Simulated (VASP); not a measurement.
**MgO: single point with PBE**

MgO:

```
Mg O
1.0
     0.00000    2.12722    2.12722
     2.12722    0.00000    2.12722
     2.12722    2.12722    0.00000
Mg O
1 1
Direct
  0.97339 0.02661 0.03992
  0.54043 0.45957 0.43936
```

This cell differs from its parent crystal: mode 4 frozen in at -0.215 Å and mode 5 at -0.043 Å (largest displacements).

```yaml
Program: VASP 6.6.1
Task: single point
Functional: PBE
Potentials_or_basis: VASP PAW PBE potentials, release 64 (Mg, O)
Cutoff: 520 eV
k_mesh: 10 × 10 × 10
Occupations: gaussian, width 0.05 eV
Spin: no spin polarisation
Dipole_correction: no
Further_INCAR_settings: ALGO = Normal; EDIFF = 1e-06; NBANDS = 11
```

```json
{
 "Pressure": "13.1 GPa",
 "Largest force": "3.496 eV/Å",
 "Band gap on the k mesh": "4.42 eV, direct"
}
```

Forces in eV/Å, atoms in the order of the input:
```
Mg  -3.493 -0.142  0.000
O    3.493  0.142  0.000
```

Stress tensor (GPa, compression positive):
```
43.99 -2.04  0.00
-2.04 -1.67  0.00
 0.00  0.00 -3.09
```

Levels at points of the mesh, in eV from the valence-band top:
```
           k point  band 2  band 3  band 4  band 5  band 6  band 7
(0.00, 0.00, 0.00)   -0.14    0.00    0.00    4.42   15.91   16.23
(0.50, 0.00, 0.00)   -4.37   -0.55   -0.49    7.77   11.83   15.95
(0.00, 0.00, 0.50)   -4.37   -0.62   -0.52    7.87   11.93   16.03
(0.50, 0.50, 0.00)   -3.86   -1.35   -1.23    9.16    9.57   12.92
(0.00, 0.50, 0.50)   -3.71   -1.22   -1.22    9.02    9.23   12.89
(0.50, 0.00, 0.50)   -3.85   -1.34   -1.23    9.18    9.53   12.92
```

It took 51 s on 1 thread of Intel Xeon 6975P-C (shared host), peak memory 0.19 GiB.

Caveat: the cell differs from its parent crystal (mode 4 frozen in at -0.215 Å and mode 5 at -0.043 Å (largest displacements)); forces of over 1 eV/Å act on the atoms, so gaps and moduli don't describe the material at rest.
